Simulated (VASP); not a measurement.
# MgO (Fm-3m) in VASP: notebook

MgO is run at these levels: PBEsol; tasks: relaxation of cell and atoms.

All numbers are computed with VASP 6.6.1; they aren't measurements. Logs are shortened: lines on timing, memory, paths and dates and some standing lists are left out, and cuts for length are marked.

## Step 1: The cell of the first run

The structure is cubic, space group Fm-3m (No. 225). The conventional cell has a = 4.194 Å, b = 4.194 Å, c = 4.194 Å, α = 90.00°, β = 90.00°, γ = 90.00°. Within 2.8 Å of Mg (site symmetry m-3m) lie 6 O at 2.10 Å. Within 2.8 Å of O (site symmetry m-3m) lie 6 Mg at 2.10 Å.

## Step 2: Relaxation of cell and atoms, PBEsol, target pressure 10 GPa, at which the enthalpy is minimised

File INCAR:

```
  PREC = Accurate
  ENCUT = 600
  EDIFF = 1E-7
  ISMEAR = -1
  SIGMA = 0.05
  LREAL = F
  LASPH = T
  NELM = 80
  ALGO = Normal
  ISIF = 3
  LWAVE = F
  LCHARG = F
  GGA = PS
  IBRION = 2
  NSW = 60
  EDIFFG = -0.01
  PSTRESS = 100.0
```

File KPOINTS:

```
Automatic mesh
0
Gamma
  11 11 11
```

File POSCAR:

```
MgO
1.0
    0.0000000000      2.0970013927      2.0970013927
    2.0970013927      0.0000000000      2.0970013927
    2.0970013927      2.0970013927      0.0000000000
Mg O
1 1
Direct
    0.0000000000      0.0000000000      0.0000000000
    0.5000000000      0.5000000000      0.5000000000
```

Potentials or basis: VASP PAW PBE potentials, release 64 (Mg, O).

On the command line:

```sh
$ cat potpaw_PBE.64/Mg/POTCAR potpaw_PBE.64/O/POTCAR > POTCAR
$ mpirun -np 1 vasp_std > vasp.out
```

OUTCAR:

```text
PREC = Accurate
   ENCUT = 600
   EDIFF = 1E-7
   ISMEAR = -1
   LREAL = F
   LASPH = T
   NELM = 80
   ISIF = 3
   GGA = PS
   IBRION = 2
   NSW = 60
   EDIFFG = -0.01
   PSTRESS = 100.0

 ion  position               nearest neighbor table
   1  0.000  0.000  0.000-   2 2.10   2 2.10   2 2.10   2 2.10   2 2.10   2 2.10
   2  0.500  0.500  0.500-   1 2.10   1 2.10   1 2.10   1 2.10   1 2.10   1 2.10

  LATTYP: Found a face centered cubic cell.
 ALAT       =     4.1940027854

  Lattice vectors:

 A1 = (   0.0000000000,   2.0970013927,   2.0970013927)
 A2 = (   2.0970013927,   0.0000000000,   2.0970013927)
 A3 = (   2.0970013927,   2.0970013927,   0.0000000000)

Analysis of symmetry for initial positions (statically):
=====================================================================
 Subroutine PRICEL returns:
 Original cell was already a primitive cell.

 Routine SETGRP: Setting up the symmetry group for a
 face centered cubic supercell.

 Subroutine GETGRP returns: Found 48 space group operations
 (whereof 48 operations were pure point group operations)
 out of a pool of 48 trial point group operations.

The static configuration has the point symmetry O_h .

Analysis of symmetry for dynamics (positions and initial velocities):
=====================================================================
 Subroutine PRICEL returns:
 Original cell was already a primitive cell.

 Routine SETGRP: Setting up the symmetry group for a
 face centered cubic supercell.

 Subroutine GETGRP returns: Found 48 space group operations
 (whereof 48 operations were pure point group operations)
 out of a pool of 48 trial point group operations.

The dynamic configuration has the point symmetry O_h .

 Subroutine INISYM returns: Found 48 space group operations
 (whereof 48 operations are pure point group operations),
 and found     1 'primitive' translations

----------------------------------------------------------------------------------------

                                     Primitive cell

  volume of cell :      18.4428

  direct lattice vectors                    reciprocal lattice vectors
     0.000000000  2.097001393  2.097001393    -0.238435702  0.238435702  0.238435702
     2.097001393  0.000000000  2.097001393     0.238435702 -0.238435702  0.238435702
     2.097001393  2.097001393  0.000000000     0.238435702  0.238435702 -0.238435702

  length of vectors
     2.965607810  2.965607810  2.965607810     0.412982751  0.412982751  0.412982751

  position of ions in fractional coordinates (direct lattice)
     0.000000000  0.000000000  0.000000000
     0.500000000  0.500000000  0.500000000

  ion indices of the primitive-cell ions
   primitive index   ion index
                 1           1
                 2           2

----------------------------------------------------------------------------------------

 KPOINTS: Automatic mesh

Automatic generation of k-mesh.
 Grid dimensions read from file:
 generate k-points for:   11   11   11

 Generating k-lattice:

  Cartesian coordinates                     Fractional coordinates (reciprocal lattice)
    -0.021675973  0.021675973  0.021675973     0.090909091  0.000000000  0.000000000
     0.021675973 -0.021675973  0.021675973     0.000000000  0.090909091  0.000000000
     0.021675973  0.021675973 -0.021675973     0.000000000  0.000000000  0.090909091

  Length of vectors
     0.037543886  0.037543886  0.037543886

  Shift w.r.t. Gamma in fractional coordinates (k-lattice)
     0.000000000  0.000000000  0.000000000

 Subroutine IBZKPT returns following result:
 ===========================================

 Found     56 irreducible k-points:

 Following reciprocal coordinates:
            Coordinates               Weight
  0.000000  0.000000  0.000000      1.000000
  0.090909  0.000000  0.000000      8.000000
  0.181818  0.000000  0.000000      8.000000
  0.272727  0.000000  0.000000      8.000000
  0.363636  0.000000  0.000000      8.000000
  0.454545  0.000000  0.000000      8.000000
[... 16 lines left out ...]
 -0.272727  0.181818  0.000000     24.000000
 -0.181818  0.181818  0.000000     12.000000
 [... further k-points ...]
   k-points           NKPTS =     56   k-points in BZ     NKDIM =     56   number of bands    NBANDS=      8
   number of dos      NEDOS =    301   number of ions     NIONS =      2
   total plane-waves  NPLWV =  13824
   dimension x,y,z NGX =    24 NGY =   24 NGZ =   24
   dimension x,y,z NGXF=    48 NGYF=   48 NGZF=   48
   ions per type =               1   1
   NGX,Y,Z   is equivalent  to a cutoff of  13.45, 13.45, 13.45 a.u.
   NGXF,Y,Z  is equivalent  to a cutoff of  26.91, 26.91, 26.91 a.u.
 SYSTEM =  unknown system
   PREC   = accura    normal or accurate (medium, high low for compatibility)
   ISTART =      0    job   : 0-new  1-cont  2-samecut
   ICHARG =      2    charge: 1-file 2-atom 10-const
   ISPIN  =      1    spin polarized calculation?
   LNONCOLLINEAR =      F non collinear calculations
   LSORBIT =      F    spin-orbit coupling
   LASPH  =      T    aspherical Exc in radial PAW
   ENCUT  =  600.0 eV  44.10 Ry    6.64 a.u.   5.92  5.92  5.92*2*pi/ulx,y,z
   NELM   =     80;   NELMIN=  2; NELMDL= -5     # of ELM steps
   EDIFF  = 0.1E-06   stopping-criterion for ELM
   LREAL  =      F    real-space projection
   EDIFFG = -.1E-01   stopping-criterion for IOM
   NSW    =     60    number of steps for IOM
   IBRION =      2    ionic relax: 0-MD 1-quasi-New 2-CG
   NFREE  =      1    steps in history (QN), initial steepest desc. (CG)
   ISIF   =      3    stress and relaxation
   ISYM   =      2    0-nonsym 1-usesym 2-fastsym
   POTIM  = 0.5000    time-step for ionic-motion
   TEBEG  =    0.0;   TEEND  =   0.0 temperature during run
   PSTRESS=  100.0 pullay stress
   NELECT =       8.0000    total number of electrons
   NUPDOWN=      -1.0000    fix difference up-down
   EMIN   =  10.00;   EMAX   =-10.00  energy-range for DOS
   EFERMI =   0.00;   METHOD = LEGACY
   ISMEAR =    -1;   SIGMA  =   0.05  broadening in eV -4-tet -1-fermi 0-gaus
   EFERMI_NEDOS =   21; number of points for ismear=-14 and -15
   IALGO  =     38    algorithm
   IMIX   =      4    mixing-type and parameters
     AMIX     =   0.40;   BMIX     =  1.00
     AMIX_MAG =   1.60;   BMIX_MAG =  1.00
  volume/ion in A,a.u.               =       9.22        62.23
  Fermi-wavevector in a.u.,A,eV,Ry     =   1.239261  2.341864 20.895389  1.535768
  Thomas-Fermi vector in A             =   2.373752
   LORBIT       =      0    0 simple, 1 ext, 2 COOP (PROOUT), +10 PAW based schemes
   GGA     = PS    functional components
   LHFCALC =     F    Hartree Fock is set to
   AEXX    =    0.0000 exact exchange contribution
   IVDW    =     0    specifies the selected vdW correction
   LEPSILON=     F    determine dielectric tensor
   LRPA    =     F    only Hartree local field effects (RPA)
 conjugate gradient relaxation of ions
 non-spin polarized calculation
  energy-cutoff  :      600.00
  volume of cell :       18.44
 maximum number of plane-waves:       626
   NGX = 11   NGY = 11   NGZ = 11

--------------------------------------- Ionic step        1  -------------------------------------------

 number of electron       8.0000004 magnetization

 Free energy of the ion-electron system (eV)
  ---------------------------------------------------
  ext. energy  EPLUGINS =         0.00000000
  ---------------------------------------------------
  free energy    TOTEN  =       -12.51403481 eV

  energy without entropy =      -12.51403481  energy(sigma->0) =      -12.51403481

------------------------ aborting loop because EDIFF is reached ----------------------------------------

  FORCE on cell =-STRESS in cart. coord.  units (eV):
  Direction    XX          YY          ZZ          XY          YZ          ZX
  --------------------------------------------------------------------------------------
  -------------------------------------------------------------------------------------
  Total        0.1880535      0.1880535      0.1880535      0.0000000     -0.0000000     -0.0000000
  in kB       16.3367572     16.3367572     16.3367572      0.0000000     -0.0000000     -0.0000000
  external PRESSURE =     -83.6632428 kB  Pullay stress =     100.0000000 kB
[... 61 lines left out ...]
  enthalpy is  TOTEN    =       -11.3781603231 eV   P V=        1.0727347435

--------------------------------------- Ionic step        3  -------------------------------------------

 number of electron       7.9999998 magnetization

 Free energy of the ion-electron system (eV)
  ---------------------------------------------------
  ext. energy  EPLUGINS =         0.00000000
  ---------------------------------------------------
  free energy    TOTEN  =       -12.48510383 eV

  energy without entropy =      -12.48510383  energy(sigma->0) =      -12.48510383

 E-fermi :   4.5943     XC(G=0): -11.5955

 val. band max:        3.5173208293   @ k =   0.0000   0.0000   0.0000
 cond. band min:       8.7387198302   @ k =   0.0000   0.0000   0.0000
 fundamental gap:      5.2213990009
 Fermi energy:         4.5942634863

 k-point     1 :       0.0000    0.0000    0.0000
  band No.  band energies     occupation
      1     -14.0012      2.00000
      2       3.5173      2.00000
      3       3.5173      2.00000
      4       3.5173      2.00000
      5       8.7387      0.00000
      6      19.4745      0.00000
      7      19.4745      0.00000
      8      19.4745      0.00000
[... 243 lines left out ...]
 k-point    24 :      -0.1818    0.1818    0.0000
  band No.  band energies     occupation
      1     -13.1144      2.00000
      2       0.4954      2.00000
      3       2.3027      2.00000
      4       3.0929      2.00000
      5      12.0411      0.00000
      6      15.6954      0.00000
      7      19.5136      0.00000
      8      21.7783      0.00000

 [... further k-points ...]
[... 5 lines left out ...]
  --------------------------------------------------------------------------------------
  -------------------------------------------------------------------------------------
  Total        1.0994641      1.0994641      1.0994641      0.0000000      0.0000000      0.0000000
  in kB       99.9589072     99.9589072     99.9589072      0.0000000      0.0000000      0.0000000
  external PRESSURE =      -0.0410928 kB  Pullay stress =     100.0000000 kB
[... 17 lines left out ...]
  FREE ENERGIE OF THE ION-ELECTRON SYSTEM (eV)
  ---------------------------------------------------
  free  energy   TOTEN  =       -12.4851038313 eV

  energy  without entropy=      -12.4851038313  energy(sigma->0) =      -12.48510383

  enthalpy is  TOTEN    =       -11.3851877723 eV   P V=        1.0999160590

 reached required accuracy - stopping structural energy minimisation
```

Wall time 11 s (1 thread of Intel Xeon Platinum 8559C (Emerald Rapids), shared host); peak memory 0.15 GiB.

What came out:

| Quantity | Value |
| --- | --- |
| Free energy | -12.4851 eV |
| Relaxed volume | 8.81 Å³/atom |
| Relaxed cell | a = 2.921 Å, b = 2.921 Å, c = 2.921 Å, α = 60.00°, β = 60.00°, γ = 60.00° |
| Space group after relaxing (to 0.1 Å) | Fm-3m (No. 225) |
| Energy change on relaxing (the run minimises the enthalpy) | +14.5 meV/atom |
| Ionic steps | 3 |
| Pressure after relaxing | 10.0 GPa |
| Band gap on the k mesh | 5.22 eV |

The path:
```csv
step,energy change (eV),largest force (eV/Å),pressure (GPa),volume (Å³)
1,0.0000,0.0000,1.63,18.44
2,0.0631,0.0000,15.29,17.19
3,0.0289,0.0000,10.00,17.62
```

Final structure:
```
CELL_PARAMETERS angstrom
0.00000 2.06544 2.06544
2.06544 0.00000 2.06544
2.06544 2.06544 0.00000
ATOMIC_POSITIONS crystal
Mg 0.00000 0.00000 0.00000
O 0.50000 0.50000 0.50000
```

Levels at points of the mesh, in eV from the valence-band top:
```
           k point  band 1  band 2  band 3  band 4  band 5  band 6  band 7  band 8
(0.00, 0.00, 0.00)  -17.52    0.00    0.00    0.00    5.22   15.96   15.96   15.96
```

Caveat: the cell is relaxed towards a set pressure, so the run minimises the enthalpy, not the energy; the PAW data sets were made with another functional, which shifts forces and pressure a little.

## Step 3: Relaxation of cell and atoms, PBEsol, target pressure 30 GPa, at which the enthalpy is minimised

File INCAR:

```
SYSTEM = MgO
PREC = Accurate
ENCUT = 600
EDIFF = 1E-7
ISMEAR = -1
SIGMA = 0.05
LREAL = .False.
LASPH = .True.
NELM = 60
ALGO = Normal
ISIF = 3
LWAVE = .False.
LCHARG = .False.
GGA = PS
IBRION = 2
NSW = 60
EDIFFG = -0.01
PSTRESS = 300.0
```

File KPOINTS:

```
regular mesh
0
Gamma
  11 11 11
  0 0 0
```

POSCAR is that of step 2.

Potentials or basis: VASP PAW PBE potentials, release 64 (Mg, O).

On the command line:

```sh
$ cat potpaw_PBE.64/Mg/POTCAR potpaw_PBE.64/O/POTCAR > POTCAR
$ mpirun -np 1 vasp_std > vasp.out
```

OUTCAR:

```text
SYSTEM = MgO
   PREC = Accurate
   ENCUT = 600
   EDIFF = 1E-7
   ISMEAR = -1
   LREAL = .False.
   LASPH = .True.
   NELM = 60
   ISIF = 3
   GGA = PS
   IBRION = 2
   NSW = 60
   EDIFFG = -0.01
   PSTRESS = 300.0

 ion  position               nearest neighbor table
   1  0.000  0.000  0.000-   2 2.10   2 2.10   2 2.10   2 2.10   2 2.10   2 2.10
   2  0.500  0.500  0.500-   1 2.10   1 2.10   1 2.10   1 2.10   1 2.10   1 2.10

  LATTYP: Found a face centered cubic cell.
 ALAT       =     4.1940027854

  Lattice vectors:

 A1 = (   0.0000000000,   2.0970013927,   2.0970013927)
 A2 = (   2.0970013927,   0.0000000000,   2.0970013927)
 A3 = (   2.0970013927,   2.0970013927,   0.0000000000)

Analysis of symmetry for initial positions (statically):
=====================================================================
 Subroutine PRICEL returns:
[... 291 lines left out ...]
  free energy    TOTEN  =       -12.31363005 eV

  energy without entropy =      -12.31363005  energy(sigma->0) =      -12.31363005

 E-fermi :   5.1559     XC(G=0): -12.0184

 val. band max:        4.2213531218   @ k =   0.0000   0.0000   0.0000
 cond. band min:      10.3648458960   @ k =   0.0000   0.0000   0.0000
 fundamental gap:      6.1434927743
 Fermi energy:         5.1559203233

 k-point     1 :       0.0000    0.0000    0.0000
  band No.  band energies     occupation
      1     -13.7879      2.00000
      2       4.2214      2.00000
      3       4.2214      2.00000
      4       4.2214      2.00000
      5      10.3648      0.00000
      6      20.6372      0.00000
      7      20.6372      0.00000
      8      20.6372      0.00000
[... 243 lines left out ...]
 k-point    24 :      -0.1818    0.1818    0.0000
  band No.  band energies     occupation
      1     -12.7642      2.00000
      2       1.0077      2.00000
      3       2.8790      2.00000
      4       3.7216      2.00000
      5      13.6418      0.00000
      6      16.8286      0.00000
      7      21.1708      0.00000
      8      23.0763      0.00000

 [... further k-points ...]
[... 5 lines left out ...]
  --------------------------------------------------------------------------------------
  -------------------------------------------------------------------------------------
  Total        3.0383531      3.0383531      3.0383531     -0.0000000     -0.0000000      0.0000000
  in kB      300.4652688    300.4652688    300.4652688     -0.0000000     -0.0000000      0.0000000
  external PRESSURE =       0.4652688 kB  Pullay stress =     300.0000000 kB
[... 21 lines left out ...]
  energy  without entropy=      -12.3136300455  energy(sigma->0) =      -12.31363005

  enthalpy is  TOTEN    =        -9.2799818156 eV   P V=        3.0336482301

 reached required accuracy - stopping structural energy minimisation
```

OSZICAR:

```text
N       E                     dE             d eps       ncg     rms          rms(c)
DAV:   1     0.192592082329E+02    0.19259E+02   -0.51858E+03   992   0.998E+02
DAV:   2    -0.133657408898E+02   -0.32625E+02   -0.30958E+02  1080   0.157E+02
DAV:   3    -0.139005862684E+02   -0.53485E+00   -0.53485E+00  1160   0.228E+01
[... 33 lines left out ...]
DAV:   2    -0.123136347860E+02    0.32704E-03   -0.20439E-03   896   0.351E-01    0.154E-02
DAV:   3    -0.123136312188E+02    0.35672E-05   -0.13533E-05   968   0.489E-02    0.810E-03
DAV:   4    -0.123136299321E+02    0.12866E-05   -0.14770E-06   904   0.132E-02    0.150E-03
DAV:   5    -0.123136300477E+02   -0.11560E-06   -0.11719E-07   512   0.282E-03    0.418E-04
DAV:   6    -0.123136300456E+02    0.21116E-08   -0.37641E-09   456   0.690E-04
   4 F= -.92799818E+01 E0= -.92799818E+01  d E =-.219267E+00
```

It took 14 s on 1 thread of Intel Xeon Platinum 8559C (Emerald Rapids), shared host; peak memory 0.15 GiB.

Results:

* Free energy: -12.3136 eV
* Relaxed volume: 8.10 Å³/atom
* Relaxed cell: a = 2.840 Å, b = 2.840 Å, c = 2.840 Å, α = 60.00°, β = 60.00°, γ = 60.00°
* Space group after relaxing (to 0.1 Å): Fm-3m (No. 225)
* Energy change on relaxing (the run minimises the enthalpy): +100.2 meV/atom
* Ionic steps: 4
* Pressure after relaxing: 30.0 GPa
* Band gap on the k mesh: 6.14 eV

The path:
```
step  energy change (eV)  largest force (eV/Å)  pressure (GPa)  volume (Å³)
   1              0.0000                0.0000            1.63        18.44
   2              0.7401                0.0000           70.64        14.42
   3              0.1926                0.0000           29.32        16.24
   4              0.2004                0.0000           30.05        16.20
```

Final structure:
```yaml
crystal:
  lattice:
    - [0.00000, 2.00836, 2.00836]
    - [2.00836, 0.00000, 2.00836]
    - [2.00836, 2.00836, 0.00000]
  atoms:
    - { symbol: Mg, position: [0.00000, 0.00000, 0.00000] }
    - { symbol: O, position: [0.50000, 0.50000, 0.50000] }
```

Levels at points of the mesh, in eV from the valence-band top:
| k point | band 1 | band 2 | band 3 | band 4 | band 5 | band 6 | band 7 | band 8 |
| --- | --- | --- | --- | --- | --- | --- | --- | --- |
| (0.00, 0.00, 0.00) | -18.01 | 0.00 | 0.00 | 0.00 | 6.14 | 16.42 | 16.42 | 16.42 |

Caveat: the cell is relaxed towards a set pressure, so the run minimises the enthalpy, not the energy; the PAW data sets were made with another functional, which shifts forces and pressure a little.
